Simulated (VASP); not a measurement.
# LiNbO3 (R3c) in VASP: relaxation of cell and atoms with LDA

Aim: the relaxation of cell and atoms of LiNbO3 with LDA.

All numbers are computed with VASP 6.6.1; they aren't measurements. Logs are shortened: lines on timing, memory, paths and dates and some standing lists are left out, and cuts for length are marked.

**1. The cell of the first run**

The structure is trigonal, space group R3c (No. 161). The conventional cell has a = 5.154 Å, b = 5.154 Å, c = 13.988 Å, α = 90.00°, β = 90.00°, γ = 120.00°. Li (site symmetry 3) has 6 O at 2.04 to 2.25 Å within 2.7 Å. Within 2.5 Å of Nb (site symmetry 3) lie 6 O at 1.90 to 2.15 Å. Within 2.5 Å of O (site symmetry 1) lie 2 Nb at 1.90 to 2.15 Å and 2 Li at 2.04 to 2.25 Å.

**2. Relaxation of cell and atoms, LDA**

The input, INCAR:

```
SYSTEM = LiNbO3
ALGO     = Normal         ! electronic algorithm
EDIFF    = 1E-7           ! SCF threshold, eV
EDIFFG   = -0.05          ! ionic threshold
ENCUT    = 600            ! plane-wave cutoff, eV
IBRION   = 2              ! ionic algorithm
ISIF     = 3              ! what is computed and relaxed
ISMEAR   = 0              ! smearing method
LASPH    = .TRUE.         ! aspherical terms in the spheres
LCHARG   = .FALSE.        ! write CHGCAR
LREAL    = .FALSE.        ! projectors in reciprocal space
LWAVE    = .FALSE.        ! write WAVECAR
NELM     = 60             ! most SCF steps
NSW      = 100            ! ionic steps
PREC     = Accurate       ! precision mode
SIGMA    = 0.1            ! smearing width, eV
```

The input, KPOINTS:

```
k-points
0
G
  6 6 6
  0 0 0
```

The input, POSCAR:

```
LiNbO3
1.0
    2.5770834800      1.4878798400      4.6625706200
   -2.5770834800      1.4878798400      4.6625706200
    0.0000000000     -2.9757596800      4.6625706200
Li Nb O
2 2 6
Direct
    0.7054734700      0.7054734700      0.7054734700
    0.2054734700      0.2054734700      0.2054734700
    0.9875072800      0.9875072800      0.9875072800
    0.4875072800      0.4875072800      0.4875072800
    0.8824795800      0.2700917500      0.6208967100
    0.6208967100      0.8824795800      0.2700917500
    0.2700917500      0.6208967100      0.8824795800
    0.7700917500      0.3824795800      0.1208967100
    0.3824795800      0.1208967100      0.7700917500
    0.1208967100      0.7700917500      0.3824795800
```

Potentials or basis: VASP PAW LDA potentials, release 64 (Li_sv, Nb_sv, O).

The run is started by

```console
cat potpaw_LDA.64/Li_sv/POTCAR potpaw_LDA.64/Nb_sv/POTCAR potpaw_LDA.64/O/POTCAR > POTCAR
mpirun -np 1 vasp_std > vasp.out
```

OUTCAR:

```text
SYSTEM = LiNbO3
   EDIFF = 1E-7
   EDIFFG = -0.05
   ENCUT = 600
   IBRION = 2
   ISIF = 3
   ISMEAR = 0
   LASPH = .TRUE.
   LREAL = .FALSE.
   NELM = 60
   NSW = 100
   PREC = Accurate

 ion  position               nearest neighbor table
   1  0.705  0.705  0.705-  10 2.04   8 2.04   9 2.04   6 2.25   7 2.25   5 2.25
   2  0.205  0.205  0.205-   7 2.04   5 2.04   6 2.04   9 2.25  10 2.25   8 2.25
   3  0.988  0.988  0.988-   6 1.90   5 1.90   7 1.90   9 2.15  10 2.15   8 2.15
   4  0.488  0.488  0.488-   9 1.90   8 1.90  10 1.90   6 2.15   7 2.15   5 2.15
   5  0.882  0.270  0.621-   3 1.90   2 2.04   4 2.15   1 2.25
   6  0.621  0.882  0.270-   3 1.90   2 2.04   4 2.15   1 2.25
   7  0.270  0.621  0.882-   3 1.90   2 2.04   4 2.15   1 2.25
   8  0.770  0.382  0.121-   4 1.90   1 2.04   3 2.15   2 2.25
   9  0.382  0.121  0.770-   4 1.90   1 2.04   3 2.15   2 2.25
  10  0.121  0.770  0.382-   4 1.90   1 2.04   3 2.15   2 2.25

  LATTYP: Found a trigonal (rhomboedric) cell.
 ALAT       =     5.5312485451
 COS(alpha) =     0.5658491840

  Lattice vectors:

 A1 = (   2.5770834800,   1.4878798400,   4.6625706200)
 A2 = (  -2.5770834800,   1.4878798400,   4.6625706200)
 A3 = (   0.0000000000,  -2.9757596800,   4.6625706200)

Analysis of symmetry for initial positions (statically):
=====================================================================
 Subroutine PRICEL returns:
 Original cell was already a primitive cell.

 Routine SETGRP: Setting up the symmetry group for a
 trigonal (rhombohedral) supercell.

 Subroutine GETGRP returns: Found  6 space group operations
 (whereof  3 operations were pure point group operations)
 out of a pool of 12 trial point group operations.

The static configuration has the point symmetry C_3 .
 The point group associated with its full space group is C_3v.

Analysis of symmetry for dynamics (positions and initial velocities):
=====================================================================
 Subroutine PRICEL returns:
 Original cell was already a primitive cell.

 Routine SETGRP: Setting up the symmetry group for a
 trigonal (rhombohedral) supercell.

 Subroutine GETGRP returns: Found  6 space group operations
 (whereof  3 operations were pure point group operations)
 out of a pool of 12 trial point group operations.

The dynamic configuration has the point symmetry C_3 .
 The point group associated with its full space group is C_3v.

 Subroutine INISYM returns: Found  6 space group operations
 (whereof  3 operations are pure point group operations),
 and found     1 'primitive' translations

----------------------------------------------------------------------------------------

                                     Primitive cell

  volume of cell :     107.2687

  direct lattice vectors                    reciprocal lattice vectors
     2.577083480  1.487879840  4.662570620     0.194017774  0.112016214  0.071491321
    -2.577083480  1.487879840  4.662570620    -0.194017774  0.112016214  0.071491321
     0.000000000 -2.975759680  4.662570620     0.000000000 -0.224032428  0.071491321

  length of vectors
     5.531248545  5.531248545  5.531248544     0.235162790  0.235162790  0.235162790

  position of ions in fractional coordinates (direct lattice)
     0.705473470  0.705473470  0.705473470
     0.205473470  0.205473470  0.205473470
     0.987507280  0.987507280  0.987507280
     0.487507280  0.487507280  0.487507280
     0.882479580  0.270091750  0.620896710
     0.620896710  0.882479580  0.270091750
     0.270091750  0.620896710  0.882479580
     0.770091750  0.382479580  0.120896710
     0.382479580  0.120896710  0.770091750
     0.120896710  0.770091750  0.382479580

  ion indices of the primitive-cell ions
   primitive index   ion index
                 1           1
                 2           2
                 3           3
                 4           4
                 5           5
                 6           6
                 7           7
                 8           8
                 9           9
                10          10

----------------------------------------------------------------------------------------

 KPOINTS: k-points

Automatic generation of k-mesh.
 Grid dimensions read from file:
 generate k-points for:    6    6    6

 Generating k-lattice:

  Cartesian coordinates                     Fractional coordinates (reciprocal lattice)
     0.032336296  0.018669369  0.011915220     0.166666667 -0.000000000 -0.000000000
    -0.032336296  0.018669369  0.011915220    -0.000000000  0.166666667 -0.000000000
     0.000000000 -0.037338738  0.011915220    -0.000000000 -0.000000000  0.166666667

  Length of vectors
     0.039193798  0.039193798  0.039193798

  Shift w.r.t. Gamma in fractional coordinates (k-lattice)
     0.000000000  0.000000000  0.000000000

 Subroutine IBZKPT returns following result:
 ===========================================

 Found     32 irreducible k-points:

 Following reciprocal coordinates:
            Coordinates               Weight
  0.000000  0.000000  0.000000      1.000000
  0.166667  0.000000  0.000000      6.000000
  0.333333  0.000000  0.000000      6.000000
  0.500000  0.000000  0.000000      3.000000
  0.166667  0.166667  0.000000      6.000000
  0.333333  0.166667  0.000000     12.000000
[... 16 lines left out ...]
  0.500000  0.500000  0.166667      6.000000
 -0.333333  0.500000  0.166667     12.000000
 [... further k-points ...]
   k-points           NKPTS =     32   k-points in BZ     NKDIM =     32   number of bands    NBANDS=     40
   number of dos      NEDOS =    301   number of ions     NIONS =     10
   total plane-waves  NPLWV = 110592
   dimension x,y,z NGX =    48 NGY =   48 NGZ =   48
   dimension x,y,z NGXF=    96 NGYF=   96 NGZF=   96
   ions per type =               2   2   6
   NGX,Y,Z   is equivalent  to a cutoff of  14.43, 14.43, 14.43 a.u.
   NGXF,Y,Z  is equivalent  to a cutoff of  28.85, 28.85, 28.85 a.u.
 SYSTEM =  LiNbO3
   PREC   = accura    normal or accurate (medium, high low for compatibility)
   ISTART =      0    job   : 0-new  1-cont  2-samecut
   ICHARG =      2    charge: 1-file 2-atom 10-const
   ISPIN  =      1    spin polarized calculation?
   LNONCOLLINEAR =      F non collinear calculations
   LSORBIT =      F    spin-orbit coupling
   LASPH  =      T    aspherical Exc in radial PAW
   ENCUT  =  600.0 eV  44.10 Ry    6.64 a.u.  11.05 11.05 11.05*2*pi/ulx,y,z
   NELM   =     60;   NELMIN=  2; NELMDL= -5     # of ELM steps
   EDIFF  = 0.1E-06   stopping-criterion for ELM
   LREAL  =      F    real-space projection
   EDIFFG = -.5E-01   stopping-criterion for IOM
   NSW    =    100    number of steps for IOM
   IBRION =      2    ionic relax: 0-MD 1-quasi-New 2-CG
   NFREE  =      1    steps in history (QN), initial steepest desc. (CG)
   ISIF   =      3    stress and relaxation
   ISYM   =      2    0-nonsym 1-usesym 2-fastsym
   POTIM  = 0.5000    time-step for ionic-motion
   TEBEG  =    0.0;   TEEND  =   0.0 temperature during run
   PSTRESS=    0.0 pullay stress
   NELECT =      68.0000    total number of electrons
   NUPDOWN=      -1.0000    fix difference up-down
   EMIN   =  10.00;   EMAX   =-10.00  energy-range for DOS
   EFERMI =   0.00;   METHOD = LEGACY
   ISMEAR =     0;   SIGMA  =   0.10  broadening in eV -4-tet -1-fermi 0-gaus
   EFERMI_NEDOS =   21; number of points for ismear=-14 and -15
   IALGO  =     38    algorithm
   IMIX   =      4    mixing-type and parameters
     AMIX     =   0.40;   BMIX     =  1.00
     AMIX_MAG =   1.60;   BMIX_MAG =  1.00
  volume/ion in A,a.u.               =      10.73        72.39
  Fermi-wavevector in a.u.,A,eV,Ry     =   1.406329  2.657576 26.909059  1.977760
  Thomas-Fermi vector in A             =   2.528700
   LORBIT       =      0    0 simple, 1 ext, 2 COOP (PROOUT), +10 PAW based schemes
   GGA     = CA    functional components
   LHFCALC =     F    Hartree Fock is set to
   AEXX    =    0.0000 exact exchange contribution
   IVDW    =     0    specifies the selected vdW correction
   LEPSILON=     F    determine dielectric tensor
   LRPA    =     F    only Hartree local field effects (RPA)
 conjugate gradient relaxation of ions
 non-spin polarized calculation
 Gauss-broadening in eV      SIGMA  =   0.10
  energy-cutoff  :      600.00
  volume of cell :      107.27
 maximum number of plane-waves:      3600
 NGX is ok and might be reduce to    48
   NGX = 23   NGY = 23   NGZ = 23

--------------------------------------- Ionic step        1  -------------------------------------------

 number of electron      67.9999998 magnetization

 Free energy of the ion-electron system (eV)
  ---------------------------------------------------
  ext. energy  EPLUGINS =         0.00000000
  ---------------------------------------------------
  free energy    TOTEN  =       -87.42205250 eV

  energy without entropy =      -87.42205250  energy(sigma->0) =      -87.42205250

------------------------ aborting loop because EDIFF is reached ----------------------------------------

  FORCE on cell =-STRESS in cart. coord.  units (eV):
  Direction    XX          YY          ZZ          XY          YZ          ZX
  --------------------------------------------------------------------------------------
  -------------------------------------------------------------------------------------
  Total       -7.5752257     -7.5752257     -7.1356166      0.0000000      0.0000000      0.0000000
  in kB     -113.1444193   -113.1444191   -106.5783692      0.0000000      0.0000000      0.0000000
  external PRESSURE =    -110.9557359 kB  Pullay stress =       0.0000000 kB
[... 249 lines left out ...]
  energy  without entropy=      -87.6405941328  energy(sigma->0) =      -87.64059413

--------------------------------------- Ionic step        7  -------------------------------------------

 number of electron      68.0000002 magnetization

 Free energy of the ion-electron system (eV)
  ---------------------------------------------------
  ext. energy  EPLUGINS =         0.00000000
  ---------------------------------------------------
  free energy    TOTEN  =       -87.64117673 eV

  energy without entropy =      -87.64117673  energy(sigma->0) =      -87.64117673

 E-fermi :   4.2119     XC(G=0): -11.5860

 val. band max:        3.7273024077   @ k =   0.1667   0.1667   0.1667
 cond. band min:       7.1982927107   @ k =   0.0000   0.0000   0.0000
 fundamental gap:      3.4709903030
 Fermi energy:         4.2119412101

 k-point     1 :       0.0000    0.0000    0.0000
  band No.  band energies     occupation
      1     -50.0265      2.00000
      2     -50.0066      2.00000
      3     -37.5264      2.00000
      4     -37.5221      2.00000
      5     -26.5569      2.00000
      6     -26.5569      2.00000
[... 1021 lines left out ...]
     39       8.9711      0.00000
     40       9.1558      0.00000

 [... further k-points ...]
[... 5 lines left out ...]
  --------------------------------------------------------------------------------------
  -------------------------------------------------------------------------------------
  Total       -0.1934892     -0.1934892     -0.2183447      0.0000000      0.0000000      0.0000000
  in kB       -3.0557989     -3.0557989     -3.4483454      0.0000000      0.0000000      0.0000000
  external PRESSURE =      -3.1866478 kB  Pullay stress =       0.0000000 kB
[... 25 lines left out ...]
  FREE ENERGIE OF THE ION-ELECTRON SYSTEM (eV)
  ---------------------------------------------------
  free  energy   TOTEN  =       -87.6411767311 eV

  energy  without entropy=      -87.6411767311  energy(sigma->0) =      -87.64117673

 reached required accuracy - stopping structural energy minimisation
```

Run time: 33 min. Hardware: 1 thread of Oxide Virtual Turin-like, shared host; peak memory 0.32 GiB.

What came out:

- Free energy: -87.6412 eV
- Relaxed volume: 10.14 Å³/atom
- Relaxed cell: a = 5.420 Å, b = 5.420 Å, c = 5.420 Å, α = 55.74°, β = 55.74°, γ = 55.74°
- Space group after relaxing (to 0.1 Å): R3c (No. 161)
- Energy gained by relaxing: 21.9 meV/atom
- Ionic steps: 7
- Pressure after relaxing: -0.3 GPa
- Largest force after relaxing: 0.036 eV/Å
- Band gap on the k mesh: 3.47 eV (least direct gap 3.49 eV)

Forces on the atoms (eV/Å):
```
Li   0.000  0.000  0.002
Li   0.000  0.000  0.002
Nb   0.000  0.000  0.003
Nb   0.000  0.000  0.003
O    0.034 -0.011 -0.002
O   -0.008  0.035 -0.002
O   -0.026 -0.024 -0.002
O   -0.034 -0.011 -0.002
O    0.008  0.035 -0.002
O    0.026 -0.024 -0.002
```

The path:
| step | energy change (eV) | largest force (eV/Å) | pressure (GPa) | volume (Å³) |
| --- | --- | --- | --- | --- |
| 1 | 0.0000 | 0.5689 | -11.10 | 107.27 |
| 2 | 0.2453 | 1.7275 | 19.05 | 96.14 |
| 3 | -0.1910 | 0.4809 | -0.77 | 102.61 |
| 4 | -0.1911 | 0.4941 | -0.54 | 102.52 |
| 5 | -0.2179 | 0.1012 | 0.05 | 101.47 |
| 6 | -0.2185 | 0.0503 | 0.21 | 101.28 |
| 7 | -0.2191 | 0.0359 | -0.32 | 101.45 |

Final structure:
```cif
data_structure
_symmetry_space_group_name_H-M 'P 1'
_symmetry_Int_Tables_number 1
_cell_length_a 5.4196
_cell_length_b 5.4196
_cell_length_c 5.4196
_cell_angle_alpha 55.744
_cell_angle_beta 55.744
_cell_angle_gamma 55.744
_cell_volume 101.45
loop_
_atom_site_label
_atom_site_type_symbol
_atom_site_fract_x
_atom_site_fract_y
_atom_site_fract_z
_atom_site_occupancy
Li1 Li 0.70537 0.70537 0.70537 1
Li2 Li 0.20537 0.20537 0.20537 1
Nb1 Nb 0.98932 0.98932 0.98932 1
Nb2 Nb 0.48932 0.48932 0.48932 1
O1 O 0.88057 0.27029 0.62090 1
O2 O 0.62090 0.88057 0.27029 1
O3 O 0.27029 0.62090 0.88057 1
O4 O 0.77029 0.38057 0.12090 1
O5 O 0.38057 0.12090 0.77029 1
O6 O 0.12090 0.77029 0.38057 1
```

Levels at points of the mesh, in eV from the valence-band top:
| k point | band 31 | band 32 | band 33 | band 34 | band 35 | band 36 | band 37 | band 38 |
| --- | --- | --- | --- | --- | --- | --- | --- | --- |
| (0.00, 0.00, 0.00) | -0.62 | -0.51 | -0.02 | -0.02 | 3.47 | 3.47 | 3.91 | 5.16 |
| (0.50, 0.00, 0.00) | -0.29 | -0.29 | -0.20 | -0.20 | 3.90 | 3.90 | 4.75 | 4.75 |
| (0.50, 0.50, 0.00) | -0.68 | -0.67 | -0.42 | -0.23 | 3.55 | 4.06 | 4.58 | 4.65 |
| (0.50, 0.50, 0.50) | -0.30 | -0.30 | -0.30 | -0.30 | 4.68 | 4.68 | 4.89 | 4.89 |

Caveat: the cutoff is under 1.25 times the usual one of these potentials, so pressure, stress and relaxed cells hold a basis-set (Pulay) error; the relaxation stopped at a loose force limit of 0.05 eV/Å, so its end isn't a converged minimum.
